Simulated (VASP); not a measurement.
# BaS (I4mm) in VASP: single point with PBE

Aim: the single point of BaS with PBE.

Everything below comes from runs of VASP 6.6.1. Logs are shortened: lines on timing, memory, paths and dates and some standing lists are left out, and cuts for length are marked.

## 1. The cell of the first run

Symmetry: I4mm, No. 107, tetragonal system. The conventional cell has a = 4.517 Å, b = 4.517 Å, c = 6.388 Å, α = 90.00°, β = 90.00°, γ = 90.00°. Ba (site symmetry 4mm) has 6 S at 2.82 to 3.57 Å within 3.7 Å. S (site symmetry 4mm) has 6 Ba at 2.82 to 3.57 Å within 3.7 Å.

## 2. Single point, PBE (one atom moved)

INCAR reads:

```
PREC = Accurate
ENCUT = 520
EDIFF = 1E-7
ISMEAR = 0
SIGMA = 0.02
LREAL = F
LASPH = T
NELM = 60
ALGO = Normal
ISIF = 2
LWAVE = F
LCHARG = F
GGA = PE
NBANDS = 15
```

KPOINTS reads:

```
Automatic mesh
0
Gamma
  8 8 8
```

POSCAR reads:

```
BaS
1.0
    0.0000000000      3.1937500000      3.1937500000
    3.1937500000      0.0000000000      3.1937500000
    3.1937500000      3.1937500000      0.0000000000
Ba S
1 1
Direct
    0.0000000000      0.0000000000      0.0000000000
    0.5587084149      0.4412915851      0.5587084149
```

Potentials or basis: VASP PAW PBE potentials, release 64 (Ba_sv, S).

The run is started by

```console
cat potpaw_PBE.64/Ba_sv/POTCAR potpaw_PBE.64/S/POTCAR > POTCAR
mpirun -np 1 vasp_std > vasp.out
```

OUTCAR:

```text
PREC = Accurate
   ENCUT = 520
   EDIFF = 1E-7
   ISMEAR = 0
   LREAL = F
   LASPH = T
   NELM = 60
   ISIF = 2
   GGA = PE

 ion  position               nearest neighbor table
   1  0.000  0.000  0.000-   2 2.82   2 3.22   2 3.22   2 3.22   2 3.22   2 3.57
   2  0.559  0.441  0.559-   1 2.82   1 3.22   1 3.22   1 3.22   1 3.22   1 3.57

  LATTYP: Found a face centered cubic cell.
 ALAT       =     6.3875000000

  Lattice vectors:

 A1 = (   0.0000000000,   3.1937500000,   3.1937500000)
 A2 = (   3.1937500000,   0.0000000000,   3.1937500000)
 A3 = (   3.1937500000,   3.1937500000,   0.0000000000)

Analysis of symmetry for initial positions (statically):
=====================================================================
 Subroutine PRICEL returns:
 Original cell was already a primitive cell.

 Routine SETGRP: Setting up the symmetry group for a
 face centered cubic supercell.

 Subroutine GETGRP returns: Found  8 space group operations
 (whereof  8 operations were pure point group operations)
 out of a pool of 48 trial point group operations.

The static configuration has the point symmetry C_4v.

Analysis of symmetry for dynamics (positions and initial velocities):
=====================================================================
 Subroutine PRICEL returns:
 Original cell was already a primitive cell.

 Routine SETGRP: Setting up the symmetry group for a
 face centered cubic supercell.

 Subroutine GETGRP returns: Found  8 space group operations
 (whereof  8 operations were pure point group operations)
 out of a pool of 48 trial point group operations.

The dynamic configuration has the point symmetry C_4v.

 Subroutine INISYM returns: Found  8 space group operations
 (whereof  8 operations are pure point group operations),
 and found     1 'primitive' translations

----------------------------------------------------------------------------------------

                                     Primitive cell

  volume of cell :      65.1527

  direct lattice vectors                    reciprocal lattice vectors
     0.000000000  3.193750000  3.193750000    -0.156555773  0.156555773  0.156555773
     3.193750000  0.000000000  3.193750000     0.156555773 -0.156555773  0.156555773
     3.193750000  3.193750000  0.000000000     0.156555773  0.156555773 -0.156555773

  length of vectors
     4.516644565  4.516644565  4.516644565     0.271162553  0.271162553  0.271162553

  position of ions in fractional coordinates (direct lattice)
     0.000000000  0.000000000  0.000000000
     0.558708415  0.441291585  0.558708415

  ion indices of the primitive-cell ions
   primitive index   ion index
                 1           1
                 2           2

----------------------------------------------------------------------------------------

 KPOINTS: Automatic mesh

Automatic generation of k-mesh.
 Grid dimensions read from file:
 generate k-points for:    8    8    8

 Generating k-lattice:

  Cartesian coordinates                     Fractional coordinates (reciprocal lattice)
    -0.019569472  0.019569472  0.019569472     0.125000000  0.000000000  0.000000000
     0.019569472 -0.019569472  0.019569472     0.000000000  0.125000000  0.000000000
     0.019569472  0.019569472 -0.019569472     0.000000000  0.000000000  0.125000000

  Length of vectors
     0.033895319  0.033895319  0.033895319

  Shift w.r.t. Gamma in fractional coordinates (k-lattice)
     0.000000000  0.000000000  0.000000000

 Subroutine IBZKPT returns following result:
 ===========================================

 Found     59 irreducible k-points:

 Following reciprocal coordinates:
            Coordinates               Weight
  0.000000  0.000000  0.000000      1.000000
  0.125000  0.000000  0.000000      8.000000
  0.250000  0.000000  0.000000      8.000000
  0.375000  0.000000  0.000000      8.000000
  0.500000  0.000000  0.000000      4.000000
  0.125000  0.125000  0.000000      4.000000
[... 16 lines left out ...]
  0.250000  0.000000  0.375000      8.000000
  0.500000  0.250000  0.000000     16.000000
 [... further k-points ...]
   k-points           NKPTS =     59   k-points in BZ     NKDIM =     59   number of bands    NBANDS=     15
   number of dos      NEDOS =    301   number of ions     NIONS =      2
   total plane-waves  NPLWV =  46656
   dimension x,y,z NGX =    36 NGY =   36 NGZ =   36
   dimension x,y,z NGXF=    72 NGYF=   72 NGZF=   72
   ions per type =               1   1
   NGX,Y,Z   is equivalent  to a cutoff of  13.25, 13.25, 13.25 a.u.
   NGXF,Y,Z  is equivalent  to a cutoff of  26.50, 26.50, 26.50 a.u.
 SYSTEM =  unknown system
   PREC   = accura    normal or accurate (medium, high low for compatibility)
   ISTART =      0    job   : 0-new  1-cont  2-samecut
   ICHARG =      2    charge: 1-file 2-atom 10-const
   ISPIN  =      1    spin polarized calculation?
   LNONCOLLINEAR =      F non collinear calculations
   LSORBIT =      F    spin-orbit coupling
   LASPH  =      T    aspherical Exc in radial PAW
   ENCUT  =  520.0 eV  38.22 Ry    6.18 a.u.   8.40  8.40  8.40*2*pi/ulx,y,z
   NELM   =     60;   NELMIN=  2; NELMDL= -5     # of ELM steps
   EDIFF  = 0.1E-06   stopping-criterion for ELM
   LREAL  =      F    real-space projection
   EDIFFG = 0.1E-05   stopping-criterion for IOM
   NSW    =      0    number of steps for IOM
   IBRION =     -1    ionic relax: 0-MD 1-quasi-New 2-CG
   NFREE  =      0    steps in history (QN), initial steepest desc. (CG)
   ISIF   =      2    stress and relaxation
   ISYM   =      2    0-nonsym 1-usesym 2-fastsym
   POTIM  = 0.5000    time-step for ionic-motion
   TEBEG  =    0.0;   TEEND  =   0.0 temperature during run
   PSTRESS=    0.0 pullay stress
   NELECT =      16.0000    total number of electrons
   NUPDOWN=      -1.0000    fix difference up-down
   EMIN   =  10.00;   EMAX   =-10.00  energy-range for DOS
   EFERMI =   0.00;   METHOD = LEGACY
   ISMEAR =     0;   SIGMA  =   0.02  broadening in eV -4-tet -1-fermi 0-gaus
   EFERMI_NEDOS =   21; number of points for ismear=-14 and -15
   IALGO  =     38    algorithm
   IMIX   =      4    mixing-type and parameters
     AMIX     =   0.40;   BMIX     =  1.00
     AMIX_MAG =   1.60;   BMIX_MAG =  1.00
  volume/ion in A,a.u.               =      32.58       219.84
  Fermi-wavevector in a.u.,A,eV,Ry     =   1.025189  1.937326 14.299891  1.051012
  Thomas-Fermi vector in A             =   2.159016
   LORBIT       =      0    0 simple, 1 ext, 2 COOP (PROOUT), +10 PAW based schemes
   GGA     = PE    functional components
   LHFCALC =     F    Hartree Fock is set to
   AEXX    =    0.0000 exact exchange contribution
   IVDW    =     0    specifies the selected vdW correction
   LEPSILON=     F    determine dielectric tensor
   LRPA    =     F    only Hartree local field effects (RPA)
 non-spin polarized calculation
 Gauss-broadening in eV      SIGMA  =   0.02
  energy-cutoff  :      520.00
  volume of cell :       65.15
 maximum number of plane-waves:      1807
 NGX is ok and might be reduce to    36
   NGX = 17   NGY = 17   NGZ = 17

 number of electron      16.0000001 magnetization

 Free energy of the ion-electron system (eV)
  ---------------------------------------------------
  ext. energy  EPLUGINS =         0.00000000
  ---------------------------------------------------
  free energy    TOTEN  =        -9.99292462 eV

  energy without entropy =       -9.99292462  energy(sigma->0) =       -9.99292462

 E-fermi :   1.4552     XC(G=0):  -8.6015

 val. band max:        1.3226173386   @ k =   0.5000   0.5000   0.0000
 cond. band min:       3.5733176885   @ k =   0.5000   0.0000   0.5000
 fundamental gap:      2.2507003499
 Fermi energy:         1.4552268769

 k-point     1 :       0.0000    0.0000    0.0000
  band No.  band energies     occupation
      1     -24.5764      2.00000
      2      -9.9218      2.00000
      3      -9.6327      2.00000
      4      -9.6327      2.00000
      5      -8.7152      2.00000
      6       1.2038      2.00000
      7       1.2038      2.00000
      8       1.2731      2.00000
      9       4.9939      0.00000
     10       5.3970      0.00000
     11       5.6402      0.00000
     12       5.6402      0.00000
     13       6.2960      0.00000
     14       6.7727      0.00000
     15       9.9658      0.00000

 k-point     2 :       0.1250    0.0000    0.0000
  band No.  band energies     occupation
      1     -24.5696      2.00000
      2     -10.1256      2.00000
      3      -9.6809      2.00000
      4      -9.6397      2.00000
      5      -8.4600      2.00000
      6       0.8071      2.00000
      7       1.0568      2.00000
      8       1.1981      2.00000
      9       5.2519      0.00000
     10       5.5155      0.00000
     11       5.6706      0.00000
     12       5.8519      0.00000
     13       6.8841      0.00000
     14       7.3082      0.00000
     15      10.5873      0.00000

 k-point     3 :       0.2500    0.0000    0.0000
  band No.  band energies     occupation
      1     -24.5532      2.00000
      2     -10.5066      2.00000
      3      -9.7111      2.00000
      4      -9.6565      2.00000
      5      -8.0403      2.00000
      6       0.1880      2.00000
      7       0.7398      2.00000
      8       0.8726      2.00000
      9       5.4113      0.00000
     10       6.1357      0.00000
     11       6.1634      0.00000
     12       6.8524      0.00000
     13       8.0718      0.00000
     14       8.4382      0.00000
     15      11.8270      0.00000

 k-point     4 :       0.3750    0.0000    0.0000
  band No.  band energies     occupation
      1     -24.5367      2.00000
      2     -10.7963      2.00000
      3      -9.7273      2.00000
      4      -9.6730      2.00000
      5      -7.7252      2.00000
      6      -0.2907      2.00000
      7       0.4639      2.00000
      8       0.5650      2.00000
      9       5.9593      0.00000
     10       7.0275      0.00000
     11       7.0372      0.00000
     12       7.6038      0.00000
     13       9.2045      0.00000
     14       9.7056      0.00000
     15      11.4779      0.00000
[... 307 lines left out ...]
 k-point    22 :       0.3750    0.2500    0.0000
  band No.  band energies     occupation
      1     -24.5334      2.00000
      2     -10.4740      2.00000
      3      -9.8732      2.00000
      4      -9.7603      2.00000
      5      -8.1437      2.00000
      6       0.2048      2.00000
      7       0.7566      2.00000
      8       1.1620      2.00000
      9       4.5288      0.00000
     10       6.6973      0.00000
     11       7.2880      0.00000
     12       7.9361      0.00000
     13       8.2596      0.00000
     14       9.8791      0.00000
     15      11.2162      0.00000

 k-point    23 :       0.2500    0.0000    0.3750
  band No.  band energies     occupation
      1     -24.5320      2.00000
      2     -10.6064      2.00000
      3      -9.7903      2.00000
      4      -9.7631      2.00000
      5      -8.0799      2.00000
      6       0.2478      2.00000
      7       0.9879      2.00000
      8       1.0576      2.00000
      9       4.2871      0.00000
     10       6.7346      0.00000
     11       7.3435      0.00000
     12       7.9330      0.00000
     13       8.1244      0.00000
     14       9.8664      0.00000
     15      11.6972      0.00000

 k-point    24 :       0.5000    0.2500    0.0000
  band No.  band energies     occupation
      1     -24.5234      2.00000
      2     -10.6073      2.00000
      3      -9.9056      2.00000
      4      -9.7816      2.00000
      5      -8.0176      2.00000
      6       0.1957      2.00000
      7       0.5632      2.00000
      8       0.9134      2.00000
      9       4.9427      0.00000
     10       7.4482      0.00000
     11       7.9378      0.00000
     12       8.2677      0.00000
     13       8.8523      0.00000
     14       9.9064      0.00000
     15      10.2327      0.00000

 [... further k-points ...]
[... 5 lines left out ...]
  --------------------------------------------------------------------------------------
  -------------------------------------------------------------------------------------
  Total        0.3415953      3.1473677      0.3415953      0.0000000      0.0000000     -0.0000000
  in kB        8.4002023     77.3972132      8.4002023      0.0000000      0.0000000     -0.0000000
  external PRESSURE =      31.3992059 kB  Pullay stress =       0.0000000 kB

 VOLUME and BASIS-vectors are now :
 -----------------------------------------------------------------------------
  energy-cutoff  :      520.00
  volume of cell :       65.15
      direct lattice vectors                 reciprocal lattice vectors
     0.000000000  3.193750000  3.193750000    -0.156555773  0.156555773  0.156555773
     3.193750000  0.000000000  3.193750000     0.156555773 -0.156555773  0.156555773
     3.193750000  3.193750000  0.000000000     0.156555773  0.156555773 -0.156555773

 POSITION                                       TOTAL-FORCE (eV/Angst)
 -----------------------------------------------------------------------------------
      0.00000      0.00000      0.00000         0.000000      1.254731      0.000000
      3.19375      3.56875      3.19375         0.000000     -1.254731      0.000000
 -----------------------------------------------------------------------------------
    total drift:                               -0.000000     -0.000004     -0.000000

  FREE ENERGIE OF THE ION-ELECTRON SYSTEM (eV)
  ---------------------------------------------------
  free  energy   TOTEN  =        -9.9929246194 eV

  energy  without entropy=       -9.9929246194  energy(sigma->0) =       -9.99292462
```

It took 1.8 min on 1 thread of AMD EPYC, shared host; peak memory 0.2 GiB.

What came out:

| Quantity | Value |
| --- | --- |
| Free energy | -9.9929 eV |
| Pressure | 3.1 GPa |
| Largest force | 1.255 eV/Å |
| Band gap on the k mesh | 2.25 eV, indirect (least direct gap 2.29 eV) |

Forces on the atoms (eV/Å):
```
Ba   0.000  1.255  0.000
S    0.000 -1.255  0.000
```

Caveat: the cell differs from its parent crystal (one atom moved); spin-orbit coupling is left out, which moves the levels of the heavy elements; forces of over 1 eV/Å act on the atoms, so gaps and moduli don't describe the material at rest.
